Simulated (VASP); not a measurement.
# TiO2 (Cm) in VASP: notebook

The runs below take TiO2 through single point, with PBE+U.

All numbers are computed with VASP 6.6.1; they aren't measurements. Logs are shortened: lines on timing, memory, paths and dates and some standing lists are left out, and cuts for length are marked.

### Step 1. The cell of the first run

Symmetry: Cm, No. 8, monoclinic system. Conventional cell: a = 10.496 Å, b = 3.818 Å, c = 3.818 Å, α = 90.00°, β = 111.33°, γ = 90.00°. Ti (site symmetry m) has 6 O at 1.96 to 2.21 Å within 2.6 Å. Within 2.3 Å of Ti (site symmetry m) lie 6 O at 1.70 to 2.15 Å. Within 2.3 Å of O (site symmetry m) lie 3 Ti at 1.70 to 2.21 Å. O (site symmetry m) has 3 Ti at 1.96 to 2.01 Å and 2 O at 2.47 Å within 2.6 Å. O (site symmetry m) has 3 Ti at 1.96 to 2.01 Å and 1 O at 2.43 Å within 2.6 Å. O (site symmetry m) has 3 Ti at 1.96 to 2.01 Å and 2 O at 2.47 Å within 2.6 Å.

### Step 2. Single point, PBE+U (atom 3 (O) moved -0.300 Å towards its neighbour atom 5 (O) at 2.471 Å)

INCAR reads:

```
SYSTEM = TiO2
ALGO = Normal
EDIFF = 1E-7
ENCUT = 520
GGA = PE
ISIF = 2
ISMEAR = 0
LASPH = .True.
LCHARG = .False.
LDAU = .True.
LDAUJ = 0 0
LDAUL = 2 -1
LDAUPRINT = 1
LDAUTYPE = 2
LDAUU = 4 0
LMAXMIX = 4
LREAL = .False.
LWAVE = .False.
NBANDS = 33
NELM = 150
PREC = Accurate
SIGMA = 0.05
```

KPOINTS reads:

```
k-points
0
Gamma
  8 8 8
  0 0 0
```

POSCAR reads:

```
TiO2
1.0
   -1.9089353641      1.9089353641      4.8883612609
    1.9089353641     -1.9089353641      4.8883612609
    1.9089353641      1.9089353641     -4.8883612609
Ti O
2 4
Direct
    0.0000000000      0.0000000000      0.0000000000
    0.7500000000      0.2500000000      0.5000000000
    0.2854594486      0.2247657160      0.0606937326
    0.9552765759      0.4552765759      0.5000000000
    0.5447234241      0.0447234241      0.5000000000
    0.7947234241      0.7947234241      0.0000000000
```

Potentials or basis: VASP PAW PBE potentials, release 64 (Ti_sv, O).

Run with:

```console
> cat potpaw_PBE.64/Ti_sv/POTCAR potpaw_PBE.64/O/POTCAR > POTCAR
> mpirun -np 1 vasp_std > vasp.out
```

OUTCAR:

```text
SYSTEM = TiO2
   EDIFF = 1E-7
   ENCUT = 520
   GGA = PE
   ISIF = 2
   ISMEAR = 0
   LASPH = .True.
   LREAL = .False.
   NELM = 150
   PREC = Accurate

 ion  position               nearest neighbor table
   1  0.000  0.000  0.000-   5 1.96   4 1.96   5 1.96   4 1.96   6 2.01   3 2.21
   2  0.750  0.250  0.500-   3 1.70   6 1.96   6 1.96   5 2.01   4 2.01   3 2.15
   3  0.285  0.225  0.061-   2 1.70   2 2.15   1 2.21
   4  0.955  0.455  0.500-   1 1.96   1 1.96   2 2.01
   5  0.545  0.045  0.500-   1 1.96   1 1.96   2 2.01
   6  0.795  0.795  0.000-   2 1.96   2 1.96   1 2.01

  LATTYP: Found a body centered tetragonal cell.
 ALAT       =     3.8178707282
 C/A-ratio  =     2.5607788262

  Lattice vectors:

 A1 = (  -1.9089353641,   1.9089353641,   4.8883612609)
 A2 = (   1.9089353641,  -1.9089353641,   4.8883612609)
 A3 = (   1.9089353641,   1.9089353641,  -4.8883612609)

Analysis of symmetry for initial positions (statically):
=====================================================================
 Subroutine PRICEL returns:
 Original cell was already a primitive cell.

 Routine SETGRP: Setting up the symmetry group for a
 body centered tetragonal supercell.

 Subroutine GETGRP returns: Found  2 space group operations
 (whereof  2 operations were pure point group operations)
 out of a pool of 16 trial point group operations.

The static configuration has the point symmetry C_1h.

Analysis of symmetry for dynamics (positions and initial velocities):
=====================================================================
 Subroutine PRICEL returns:
 Original cell was already a primitive cell.

 Routine SETGRP: Setting up the symmetry group for a
 body centered tetragonal supercell.

 Subroutine GETGRP returns: Found  2 space group operations
 (whereof  2 operations were pure point group operations)
 out of a pool of 16 trial point group operations.

The dynamic configuration has the point symmetry C_1h.

 Subroutine INISYM returns: Found  2 space group operations
 (whereof  2 operations are pure point group operations),
 and found     1 'primitive' translations

----------------------------------------------------------------------------------------

                                     Primitive cell

  volume of cell :      71.2534

  direct lattice vectors                    reciprocal lattice vectors
    -1.908935364  1.908935364  4.888361261     0.000000000  0.261926103  0.102283766
     1.908935364 -1.908935364  4.888361261     0.261926103  0.000000000  0.102283766
     1.908935364  1.908935364 -4.888361261     0.261926103  0.261926103  0.000000000

  length of vectors
     5.584276521  5.584276521  5.584276521     0.281188997  0.281188997  0.370419447

  position of ions in fractional coordinates (direct lattice)
     0.000000000  0.000000000  0.000000000
     0.750000000  0.250000000  0.500000000
     0.285459449  0.224765716  0.060693733
     0.955276576  0.455276576  0.500000000
     0.544723424  0.044723424  0.500000000
     0.794723424  0.794723424  0.000000000

  ion indices of the primitive-cell ions
   primitive index   ion index
                 1           1
                 2           2
                 3           3
                 4           4
                 5           5
[... 104 lines left out ...]
   AEXX    =    0.0000 exact exchange contribution
   IVDW    =     0    specifies the selected vdW correction
   LEPSILON=     F    determine dielectric tensor
   LRPA    =     F    only Hartree local field effects (RPA)
 non-spin polarized calculation
 Gauss-broadening in eV      SIGMA  =   0.05
  energy-cutoff  :      520.00
  volume of cell :       71.25
 maximum number of plane-waves:      1934
 NGX is ok and might be reduce to    42
   NGX = 21   NGY = 21   NGZ = 21

atom =   1  type =  1  l = 2

 onsite density matrix

spin component  1

  0.1096  0.0000  0.0000 -0.0004  0.0000
  0.0000  0.1084 -0.0004  0.0000  0.0015
  0.0000 -0.0004  0.2261  0.0000 -0.0039
 -0.0004  0.0000  0.0000  0.0917  0.0000
  0.0000  0.0015 -0.0039  0.0000  0.2489

spin component  2

  0.1096  0.0000  0.0000 -0.0004  0.0000
  0.0000  0.1084 -0.0004  0.0000  0.0015
  0.0000 -0.0004  0.2261  0.0000 -0.0039
 -0.0004  0.0000  0.0000  0.0917  0.0000
  0.0000  0.0015 -0.0039  0.0000  0.2489

 occupancies and eigenvectors

  o =  0.0917  v = -0.0212  0.0000  0.0000 -0.9998  0.0000  0.0000  0.0000  0.0000  0.0000  0.0000      0.0000  0.0000  0.0000  0.0000  0.0000  0.0000  0.0000  0.0000  0.0000  0.0000
  o =  0.0917  v =  0.0000  0.0000  0.0000  0.0000  0.0000 -0.0212  0.0000  0.0000 -0.9998  0.0000      0.0000  0.0000  0.0000  0.0000  0.0000  0.0000  0.0000  0.0000  0.0000  0.0000
  o =  0.1084  v =  0.0000 -0.9999 -0.0027  0.0000  0.0103  0.0000  0.0000  0.0000  0.0000  0.0000      0.0000  0.0000  0.0000  0.0000  0.0000  0.0000  0.0000  0.0000  0.0000  0.0000
  o =  0.1084  v =  0.0000  0.0000  0.0000  0.0000  0.0000  0.0000 -0.9999 -0.0027  0.0000  0.0103      0.0000  0.0000  0.0000  0.0000  0.0000  0.0000  0.0000  0.0000  0.0000  0.0000
  o =  0.1096  v =  0.0000  0.0000  0.0000  0.0000  0.0000 -0.9998  0.0000  0.0000  0.0212  0.0000      0.0000  0.0000  0.0000  0.0000  0.0000  0.0000  0.0000  0.0000  0.0000  0.0000
  o =  0.1096  v = -0.9998  0.0000  0.0000  0.0212  0.0000  0.0000  0.0000  0.0000  0.0000  0.0000      0.0000  0.0000  0.0000  0.0000  0.0000  0.0000  0.0000  0.0000  0.0000  0.0000
  o =  0.2255  v =  0.0000  0.0000  0.0000  0.0000  0.0000  0.0000  0.0010 -0.9866  0.0000 -0.1634      0.0000  0.0000  0.0000  0.0000  0.0000  0.0000  0.0000  0.0000  0.0000  0.0000
  o =  0.2255  v =  0.0000  0.0010 -0.9866  0.0000 -0.1634  0.0000  0.0000  0.0000  0.0000  0.0000      0.0000  0.0000  0.0000  0.0000  0.0000  0.0000  0.0000  0.0000  0.0000  0.0000
  o =  0.2496  v =  0.0000 -0.0106  0.1634  0.0000 -0.9865  0.0000  0.0000  0.0000  0.0000  0.0000      0.0000  0.0000  0.0000  0.0000  0.0000  0.0000  0.0000  0.0000  0.0000  0.0000
  o =  0.2496  v =  0.0000  0.0000  0.0000  0.0000  0.0000  0.0000 -0.0106  0.1634  0.0000 -0.9865      0.0000  0.0000  0.0000  0.0000  0.0000  0.0000  0.0000  0.0000  0.0000  0.0000

atom =   2  type =  1  l = 2

 onsite density matrix

spin component  1

  0.1287  0.0000  0.0000  0.0108  0.0000
  0.0000  0.1210 -0.0201  0.0000 -0.0297
  0.0000 -0.0201  0.2459  0.0000  0.0301
  0.0108  0.0000  0.0000  0.0923  0.0000
  0.0000 -0.0297  0.0301  0.0000  0.2883

spin component  2

  0.1287  0.0000  0.0000  0.0108  0.0000
  0.0000  0.1210 -0.0201  0.0000 -0.0297
  0.0000 -0.0201  0.2459  0.0000  0.0301
  0.0108  0.0000  0.0000  0.0923  0.0000
  0.0000 -0.0297  0.0301  0.0000  0.2883

 occupancies and eigenvectors

  o =  0.0894  v = -0.2643  0.0000  0.0000  0.9644  0.0000  0.0000  0.0000  0.0000  0.0000  0.0000      0.0000  0.0000  0.0000  0.0000  0.0000  0.0000  0.0000  0.0000  0.0000  0.0000
  o =  0.0894  v =  0.0000  0.0000  0.0000  0.0000  0.0000 -0.2643  0.0000  0.0000  0.9644  0.0000      0.0000  0.0000  0.0000  0.0000  0.0000  0.0000  0.0000  0.0000  0.0000  0.0000
  o =  0.1141  v =  0.0000  0.9823  0.1161  0.0000  0.1472  0.0000  0.0000  0.0000  0.0000  0.0000      0.0000  0.0000  0.0000  0.0000  0.0000  0.0000  0.0000  0.0000  0.0000  0.0000
  o =  0.1141  v =  0.0000  0.0000  0.0000  0.0000  0.0000  0.0000  0.9823  0.1161  0.0000  0.1472      0.0000  0.0000  0.0000  0.0000  0.0000  0.0000  0.0000  0.0000  0.0000  0.0000
  o =  0.1316  v =  0.0000  0.0000  0.0000  0.0000  0.0000 -0.9644  0.0000  0.0000 -0.2643  0.0000      0.0000  0.0000  0.0000  0.0000  0.0000  0.0000  0.0000  0.0000  0.0000  0.0000
  o =  0.1316  v = -0.9644  0.0000  0.0000 -0.2643  0.0000  0.0000  0.0000  0.0000  0.0000  0.0000      0.0000  0.0000  0.0000  0.0000  0.0000  0.0000  0.0000  0.0000  0.0000  0.0000
  o =  0.2304  v =  0.0000  0.0000  0.0000  0.0000  0.0000  0.0000  0.0330 -0.8798  0.0000  0.4741      0.0000  0.0000  0.0000  0.0000  0.0000  0.0000  0.0000  0.0000  0.0000  0.0000
  o =  0.2304  v =  0.0000  0.0330 -0.8798  0.0000  0.4741  0.0000  0.0000  0.0000  0.0000  0.0000      0.0000  0.0000  0.0000  0.0000  0.0000  0.0000  0.0000  0.0000  0.0000  0.0000
  o =  0.3106  v =  0.0000  0.1846 -0.4609  0.0000 -0.8681  0.0000  0.0000  0.0000  0.0000  0.0000      0.0000  0.0000  0.0000  0.0000  0.0000  0.0000  0.0000  0.0000  0.0000  0.0000
  o =  0.3106  v =  0.0000  0.0000  0.0000  0.0000  0.0000  0.0000  0.1846 -0.4609  0.0000 -0.8681      0.0000  0.0000  0.0000  0.0000  0.0000  0.0000  0.0000  0.0000  0.0000  0.0000

 number of electron      47.9999995 magnetization

 Free energy of the ion-electron system (eV)
  ---------------------------------------------------
  ext. energy  EPLUGINS =         0.00000000
  ---------------------------------------------------
  free energy    TOTEN  =       -47.78358797 eV

  energy without entropy =      -47.78358797  energy(sigma->0) =      -47.78358797

 E-fermi :   3.6555     XC(G=0): -10.5103

 val. band max:        3.3908765040   @ k =   0.5000   0.5000   0.0000
 cond. band min:       5.9114302118   @ k =   0.0000   0.0000   0.0000
 fundamental gap:      2.5205537078
 Fermi energy:         3.6555236896

 k-point     1 :       0.0000    0.0000    0.0000
  band No.  band energies     occupation
      1     -54.5119      2.00000
      2     -53.7729      2.00000
      3     -30.7559      2.00000
      4     -30.6458      2.00000
      5     -30.6344      2.00000
      6     -30.1289      2.00000
[... 853 lines left out ...]
     32       9.1874      0.00000
     33       9.6709      0.00000

 [... further k-points ...]

------------------------ aborting loop because EDIFF is reached ----------------------------------------

  FORCE on cell =-STRESS in cart. coord.  units (eV):
  Direction    XX          YY          ZZ          XY          YZ          ZX
  --------------------------------------------------------------------------------------
  -------------------------------------------------------------------------------------
  Total        2.6295289      7.3926179      0.6013040      0.0000000     -0.8281565      0.0000000
  in kB       59.1265846    166.2275914     13.5206926      0.0000000    -18.6216112      0.0000000
  external PRESSURE =      79.6249562 kB  Pullay stress =       0.0000000 kB

 VOLUME and BASIS-vectors are now :
 -----------------------------------------------------------------------------
  energy-cutoff  :      520.00
  volume of cell :       71.25
      direct lattice vectors                 reciprocal lattice vectors
    -1.908935364  1.908935364  4.888361261     0.000000000  0.261926103  0.102283766
     1.908935364 -1.908935364  4.888361261     0.261926103  0.000000000  0.102283766
     1.908935364  1.908935364 -4.888361261     0.261926103  0.261926103  0.000000000

 POSITION                                       TOTAL-FORCE (eV/Angst)
 -----------------------------------------------------------------------------------
      0.00000      0.00000      0.00000        -0.000000      0.251436     -0.647382
     -0.00000      1.90894      2.44418         0.000000      3.062093      0.829430
      0.00000      0.23172      2.19747         0.000000     -5.436445     -1.679209
      0.00000      1.90894      4.45111         0.000000      0.168895      0.950487
      0.00000      1.90894      0.43725        -0.000000      1.186171      0.016218
      0.00000      0.00000      7.76979         0.000000      0.767851      0.530455
 -----------------------------------------------------------------------------------
    total drift:                               -0.000000     -0.000026      0.000193

  FREE ENERGIE OF THE ION-ELECTRON SYSTEM (eV)
  ---------------------------------------------------
  free  energy   TOTEN  =       -47.7835879699 eV

  energy  without entropy=      -47.7835879699  energy(sigma->0) =      -47.78358797
```

Run time: 14 min. Hardware: 1 thread of Intel Xeon 6975P-C, shared host; peak memory 0.45 GiB.

Results:

```
Free energy            : -47.7836 eV
Pressure               : 8.0 GPa
Largest force          : 5.690 eV/Å
Band gap on the k mesh : 2.52 eV, indirect (least direct gap 2.91 eV)
```

Forces in eV/Å, atoms in the order of the input:
```
Ti   0.000  0.251 -0.647
Ti   0.000  3.062  0.829
O    0.000 -5.436 -1.679
O    0.000  0.169  0.950
O    0.000  1.186  0.016
O    0.000  0.768  0.530
```

Levels at points of the mesh, in eV from the valence-band top:
| k point | band 20 | band 21 | band 22 | band 23 | band 24 | band 25 | band 26 | band 27 | band 28 | band 29 |
| --- | --- | --- | --- | --- | --- | --- | --- | --- | --- | --- |
| (0.00, 0.00, 0.00) | -1.25 | -0.93 | -0.89 | -0.78 | -0.46 | 2.52 | 3.41 | 3.89 | 4.01 | 4.18 |
| (0.50, 0.00, 0.00) | -2.10 | -1.88 | -0.95 | -0.95 | -0.90 | 3.53 | 3.55 | 3.77 | 4.29 | 4.57 |
| (0.00, 0.50, 0.00) | -2.06 | -1.79 | -1.31 | -0.98 | -0.78 | 3.38 | 3.58 | 3.65 | 4.00 | 4.45 |
| (0.00, 0.50, 0.50) | -1.94 | -1.92 | -0.95 | -0.92 | -0.68 | 3.51 | 3.55 | 3.71 | 4.32 | 4.65 |
| (0.50, 0.50, 0.00) | -2.45 | -2.27 | -2.04 | -0.19 | 0.00 | 3.32 | 3.63 | 3.86 | 4.62 | 4.92 |
| (0.50, 0.50, 0.50) | -1.49 | -1.44 | -1.35 | -0.41 | -0.30 | 2.62 | 3.29 | 3.95 | 3.98 | 4.10 |

Eigenvalues of the final occupation matrices:
| site | spin | trace | eigenvalues |
| --- | --- | --- | --- |
| site 1 d | 1 | 0.78 | 0.09 0.11 0.11 0.23 0.25 |
| site 1 d | 2 | 0.78 | 0.09 0.11 0.11 0.23 0.25 |
| site 2 d | 1 | 0.88 | 0.09 0.11 0.13 0.23 0.31 |
| site 2 d | 2 | 0.88 | 0.09 0.11 0.13 0.23 0.31 |

Caveat: the cell differs from its parent crystal (atom 3 (O) moved -0.300 Å towards its neighbour atom 5 (O) at 2.471 Å); forces of over 1 eV/Å act on the atoms, so gaps and moduli don't describe the material at rest.

### Step 3. Single point, PBE+U (atom 3 (O) moved +0.240 Å towards its neighbour atom 5 (O) at 2.471 Å)

INCAR reads:

```
PREC = Accurate
ENCUT = 520
EDIFF = 1E-6
ISMEAR = 0
SIGMA = 0.05
LREAL = F
LASPH = T
NELM = 150
ALGO = Normal
ISIF = 2
LWAVE = F
LCHARG = F
LMAXMIX = 4
LDAU = T
LDAUTYPE = 2
LDAUL = 2 -1
LDAUU = 4 0
LDAUJ = 0 0
LDAUPRINT = 1
GGA = PE
NBANDS = 33
```

KPOINTS reads:

```
regular mesh
0
Gamma
  8 8 8
```

POSCAR, as its differences from that of step 2:

```diff
@@ -10,3 +10,3 @@
     0.7500000000      0.2500000000      0.5000000000
-    0.2854594486      0.2247657160      0.0606937326
+    0.1411302777      0.1896852638     -0.0485549861
     0.9552765759      0.4552765759      0.5000000000
```

Potentials or basis: VASP PAW PBE potentials, release 64 (Ti_sv, O).

Run with:

```console
> cat potpaw_PBE.64/Ti_sv/POTCAR potpaw_PBE.64/O/POTCAR > POTCAR
> mpirun -np 1 vasp_std > vasp.out
```

Wall time 7.8 min (1 thread of Intel Xeon Platinum 8488C (Sapphire Rapids), shared host); peak memory 0.44 GiB.

The run converged. Its results:

```
Free energy            : -47.9870 eV
Pressure               : 9.5 GPa
Largest force          : 4.365 eV/Å
Band gap on the k mesh : 2.78 eV, indirect (least direct gap 2.98 eV)
```

Forces in eV/Å, atoms in the order of the input:
```
Ti   0.000  0.115 -1.303
Ti   0.000 -1.329 -0.051
O    0.000  3.396  2.742
O    0.000 -0.036 -0.120
O    0.000 -1.709 -0.717
O    0.000 -0.437 -0.551
```

Stress tensor (GPa, compression positive):
```
 4.74  0.00  0.00
 0.00  9.96  2.28
 0.00  2.28 13.83
```

Levels at points of the mesh, in eV from the valence-band top:
```tsv
k point	band 20	band 21	band 22	band 23	band 24	band 25	band 26	band 27	band 28	band 29
(0.00, 0.00, 0.00)	-1.00	-0.85	-0.49	-0.36	-0.34	2.78	3.45	4.40	4.48	4.71
(0.50, 0.00, 0.00)	-1.76	-1.56	-0.86	-0.84	-0.48	3.54	3.55	4.00	4.22	4.81
(0.00, 0.50, 0.00)	-1.87	-1.71	-0.92	-0.75	-0.41	3.72	3.97	4.15	4.27	4.69
(0.00, 0.50, 0.50)	-1.66	-1.43	-0.87	-0.85	-0.82	3.62	3.62	3.92	4.07	4.69
(0.50, 0.50, 0.00)	-2.26	-1.92	-1.65	-0.32	-0.03	3.46	3.83	4.04	4.35	5.16
(0.50, 0.50, 0.50)	-1.36	-1.19	-0.93	-0.14	0.00	3.01	3.19	4.26	4.29	4.60
```

Eigenvalues of the final occupation matrices:
| site | spin | trace | eigenvalues |
| --- | --- | --- | --- |
| site 1 d | 1 | 0.82 | 0.10 0.10 0.11 0.24 0.27 |
| site 1 d | 2 | 0.82 | 0.10 0.10 0.11 0.24 0.27 |
| site 2 d | 1 | 0.81 | 0.10 0.11 0.11 0.25 0.26 |
| site 2 d | 2 | 0.81 | 0.10 0.11 0.11 0.25 0.26 |

Caveat: the cell differs from its parent crystal (atom 3 (O) moved +0.240 Å towards its neighbour atom 5 (O) at 2.471 Å); forces of over 1 eV/Å act on the atoms, so gaps and moduli don't describe the material at rest.
